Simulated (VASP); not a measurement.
# Sb (P6_3/mmc) in VASP: single point with PBE+D3(BJ)

Aim: the single point of Sb with PBE+D3(BJ).

All numbers are computed with VASP 6.6.1; they aren't measurements. Logs are shortened: lines on timing, memory, paths and dates and some standing lists are left out, and cuts for length are marked.

## 1. The cell of the first run

The structure is hexagonal, space group P6_3/mmc (No. 194). Conventional cell: a = 3.369 Å, b = 3.369 Å, c = 5.330 Å, α = 90.00°, β = 90.00°, γ = 120.00°. Sb (site symmetry -6m2) has 12 Sb at 3.30 to 3.37 Å within 4.3 Å.

## 2. Single point, PBE+D3(BJ)

The input, INCAR:

```
ALGO = Normal
EDIFF = 1E-6
ENCUT = 520
GGA = PE
ISIF = 2
ISMEAR = 0
IVDW = 12
LASPH = True
LCHARG = False
LREAL = False
LWAVE = False
NBANDS = 12
NELM = 60
PREC = Accurate
SIGMA = 0.15
```

The input, KPOINTS:

```
k-points
0
Gamma
  18 18 10
```

The input, POSCAR:

```
Sb
1.0
    3.3690001795      0.0000000000      0.0000000000
   -1.6845000898      2.9176397408      0.0000000000
    0.0000000000      0.0000000000      5.3300000000
Sb
2
Direct
    0.3333333333      0.6666666667      0.2500000000
    0.6666666667      0.3333333333      0.7500000000
```

Potentials or basis: VASP PAW PBE potentials, release 64 (Sb).

Run with:

```console
$ cat potpaw_PBE.64/Sb/POTCAR > POTCAR
$ mpirun -np 1 vasp_std > vasp.out
```

OUTCAR:

```text
EDIFF = 1E-6
   ENCUT = 520
   GGA = PE
   ISIF = 2
   ISMEAR = 0
   IVDW = 12
   LASPH = True
   LREAL = False
   NELM = 60
   PREC = Accurate
 IVDW          = 12

 ion  position               nearest neighbor table
   1  0.333  0.667  0.250-   2 3.30   2 3.30   2 3.30   2 3.30   2 3.30   2 3.30
   2  0.667  0.333  0.750-   1 3.30   1 3.30   1 3.30   1 3.30   1 3.30   1 3.30

  LATTYP: Found a hexagonal cell.
 ALAT       =     3.3690001795
 C/A-ratio  =     1.5820717471

  Lattice vectors:

 A1 = (   3.3690001795,   0.0000000000,   0.0000000000)
 A2 = (  -1.6845000898,   2.9176397408,   0.0000000000)
 A3 = (   0.0000000000,   0.0000000000,   5.3300000000)

Analysis of symmetry for initial positions (statically):
=====================================================================
 Subroutine PRICEL returns:
 Original cell was already a primitive cell.

 Routine SETGRP: Setting up the symmetry group for a
 hexagonal supercell.

 Subroutine GETGRP returns: Found 24 space group operations
 (whereof 12 operations were pure point group operations)
 out of a pool of 24 trial point group operations.

The static configuration has the point symmetry D_3d.
 The point group associated with its full space group is D_6h.

Analysis of symmetry for dynamics (positions and initial velocities):
=====================================================================
 Subroutine PRICEL returns:
 Original cell was already a primitive cell.

 Routine SETGRP: Setting up the symmetry group for a
 hexagonal supercell.

 Subroutine GETGRP returns: Found 24 space group operations
 (whereof 12 operations were pure point group operations)
 out of a pool of 24 trial point group operations.

The dynamic configuration has the point symmetry D_3d.
 The point group associated with its full space group is D_6h.

 Subroutine INISYM returns: Found 24 space group operations
 (whereof 12 operations are pure point group operations),
 and found     1 'primitive' translations

----------------------------------------------------------------------------------------

                                     Primitive cell

  volume of cell :      52.3914

  direct lattice vectors                    reciprocal lattice vectors
     3.369000179  0.000000000  0.000000000     0.296823968  0.171371398  0.000000000
    -1.684500090  2.917639741  0.000000000     0.000000000  0.342742795  0.000000000
     0.000000000  0.000000000  5.330000000     0.000000000  0.000000000  0.187617261
[... 93 lines left out ...]
   TEBEG  =    0.0;   TEEND  =   0.0 temperature during run
   PSTRESS=    0.0 pullay stress
   NELECT =      10.0000    total number of electrons
   NUPDOWN=      -1.0000    fix difference up-down
   EMIN   =  10.00;   EMAX   =-10.00  energy-range for DOS
   EFERMI =   0.00;   METHOD = LEGACY
   ISMEAR =     0;   SIGMA  =   0.15  broadening in eV -4-tet -1-fermi 0-gaus
   EFERMI_NEDOS =   21; number of points for ismear=-14 and -15
   IALGO  =     38    algorithm
   IMIX   =      4    mixing-type and parameters
     AMIX     =   0.40;   BMIX     =  1.00
     AMIX_MAG =   1.60;   BMIX_MAG =  1.00
  volume/ion in A,a.u.               =      26.20       176.78
  Fermi-wavevector in a.u.,A,eV,Ry     =   0.942587  1.781231 12.088376  0.888471
  Thomas-Fermi vector in A             =   2.070211
   LORBIT       =      0    0 simple, 1 ext, 2 COOP (PROOUT), +10 PAW based schemes
   GGA     = PE    functional components
   LHFCALC =     F    Hartree Fock is set to
   AEXX    =    0.0000 exact exchange contribution
   IVDW    =    12    specifies the selected vdW correction
   LEPSILON=     F    determine dielectric tensor
   LRPA    =     F    only Hartree local field effects (RPA)
 non-spin polarized calculation
 Gauss-broadening in eV      SIGMA  =   0.15
  energy-cutoff  :      520.00
  volume of cell :       52.39
 maximum number of plane-waves:      1448
 NGX is ok and might be reduce to    28
   NGX = 13   NGY = 13   NGZ = 19

 number of electron      10.0000000 magnetization

 Free energy of the ion-electron system (eV)
  ---------------------------------------------------
  ext. energy  EPLUGINS =         0.00000000
  ---------------------------------------------------
  free energy    TOTEN  =        -7.70477905 eV

  energy without entropy =       -7.68877686  energy(sigma->0) =       -7.69677796

 E-fermi :   8.8680     XC(G=0): -10.3517

 val. band max:        8.8531044332   @ k =   0.2778   0.2778   0.0000
 cond. band min:       8.8708646879   @ k =   0.1111   0.1111   0.2000
 fundamental gap:      0.0177602548
 Fermi energy:         8.8679759248

 k-point     1 :       0.0000    0.0000    0.0000
  band No.  band energies     occupation
      1      -4.2588      2.00000
      2      -0.0304      2.00000
      3       2.9523      2.00000
      4      12.2290      0.00000
      5      12.2290      0.00000
      6      14.0298      0.00000
      7      14.0298      0.00000
      8      14.9673      0.00000
      9      16.3029      0.00000
     10      17.7124      0.00000
     11      18.7912      0.00000
     12      18.7912      0.00000
[... 331 lines left out ...]
 k-point    24 :       0.3889    0.1111    0.0000
  band No.  band energies     occupation
      1      -0.9057      2.00000
      2       1.0794      2.00000
      3       4.6147      2.00000
      4       6.3469      2.00000
      5       6.4793      2.00000
      6       7.9765      2.00000
      7       9.1331      0.01245
      8      11.4891      0.00000
      9      14.7866      0.00000
     10      14.8271      0.00000
     11      19.1076      0.00000
     12      19.6992      0.00000

 [... further k-points ...]

------------------------ aborting loop because EDIFF is reached ----------------------------------------

 Edisp (eV)   -1.07829

 E8    (eV) :    -0.4976

  FORCE on cell =-STRESS in cart. coord.  units (eV):
  Direction    XX          YY          ZZ          XY          YZ          ZX
  --------------------------------------------------------------------------------------
  -------------------------------------------------------------------------------------
  Total      -0.29350    -0.29350     0.26701     0.00000     0.00000     0.00000
  in kB      -8.97538    -8.97538     8.16541     0.00000     0.00000     0.00000
  external pressure =       -3.26 kB  Pullay stress =        0.00 kB

 VOLUME and BASIS-vectors are now :
 -----------------------------------------------------------------------------
  energy-cutoff  :      520.00
  volume of cell :       52.39
      direct lattice vectors                 reciprocal lattice vectors
     3.369000179  0.000000000  0.000000000     0.296823968  0.171371398  0.000000000
    -1.684500090  2.917639741  0.000000000     0.000000000  0.342742795  0.000000000
     0.000000000  0.000000000  5.330000000     0.000000000  0.000000000  0.187617261

 POSITION                                       TOTAL-FORCE (eV/Angst)
 -----------------------------------------------------------------------------------
     -0.00000      1.94509      1.33250         0.000000     -0.000000      0.000000
      1.68450      0.97255      3.99750        -0.000000      0.000000      0.000000
 -----------------------------------------------------------------------------------
    total drift:                               -0.000000      0.000000      0.000000

  FREE ENERGIE OF THE ION-ELECTRON SYSTEM (eV)
  ---------------------------------------------------
  free  energy   TOTEN  =        -8.7830652448 eV

  energy  without entropy=       -8.7670630519  energy(sigma->0) =       -8.77506415
```

OSZICAR:

```text
N       E                     dE             d eps       ncg     rms          rms(c)
DAV:   1     0.337592450558E+02    0.33759E+02   -0.35973E+03  5328   0.664E+02
DAV:   2    -0.597307013727E+01   -0.39732E+02   -0.38455E+02  7148   0.107E+02
DAV:   3    -0.769954994969E+01   -0.17265E+01   -0.17061E+01  6720   0.249E+01
DAV:   4    -0.771294747972E+01   -0.13398E-01   -0.13395E-01  5960   0.264E+00
DAV:   5    -0.771308401897E+01   -0.13654E-03   -0.13654E-03  6384   0.296E-01    0.254E+00
DAV:   6    -0.770764873379E+01    0.54353E-02   -0.30052E-03  5900   0.291E-01    0.145E+00
DAV:   7    -0.770474882905E+01    0.28999E-02   -0.60739E-03  5656   0.415E-01    0.463E-02
DAV:   8    -0.770477811873E+01   -0.29290E-04   -0.11077E-04  6484   0.745E-02    0.147E-02
DAV:   9    -0.770477966942E+01   -0.15507E-05   -0.30574E-06  5976   0.127E-02    0.312E-03
DAV:  10    -0.770477905391E+01    0.61551E-06   -0.17838E-07  3588   0.278E-03
   1 F= -.87830652E+01 E0= -.87750641E+01  d E =-.160022E-01
```

stdout:

```text
POSCAR found type information on POSCAR Sb
 POSCAR found :  1 types and       2 ions
 scaLAPACK will be used
 LDA part: xc-table for (Slater+PW92), standard interpolation
 POSCAR, INCAR and KPOINTS ok, starting setup
 FFT: planning ... GRIDC
 FFT: planning ... GRID_SOFT
 FFT: planning ... GRID
 WAVECAR not read
 entering main loop
```

Wall time 54 s (1 thread of Intel Xeon Platinum 8488C (Sapphire Rapids), shared host); peak memory 0.27 GiB.

Results:

```yaml
Free_energy: -8.7831 eV
Pressure: -0.3 GPa
Band_gap_on_the_k_mesh: zero (band 5 reaches 13.13 eV, above the bottom of band 6 at 5.57 eV)
Dispersion_energy_per_atom: -0.539 eV
```

Stress tensor (GPa, compression positive):
```
-0.90  0.00  0.00
 0.00 -0.90  0.00
 0.00  0.00  0.82
```

Levels at points of the mesh, in eV from the Fermi level:
```
           k point  band 3  band 4  band 5  band 6  band 7  band 8
(0.00, 0.00, 0.00)   -5.92    3.36    3.36    5.16    5.16    6.10
(0.50, 0.00, 0.00)   -4.20   -2.87   -2.37   -0.16    0.15    3.82
(0.00, 0.00, 0.50)   -0.40   -0.40    4.26    4.26    4.26    4.26
(0.50, 0.00, 0.50)   -5.46   -5.46    1.51    1.51    2.07    2.07
```

Caveat: spin-orbit coupling is left out, which moves the levels of the heavy elements; pairwise dispersion overbinds metals, which lowers pressure and volume.
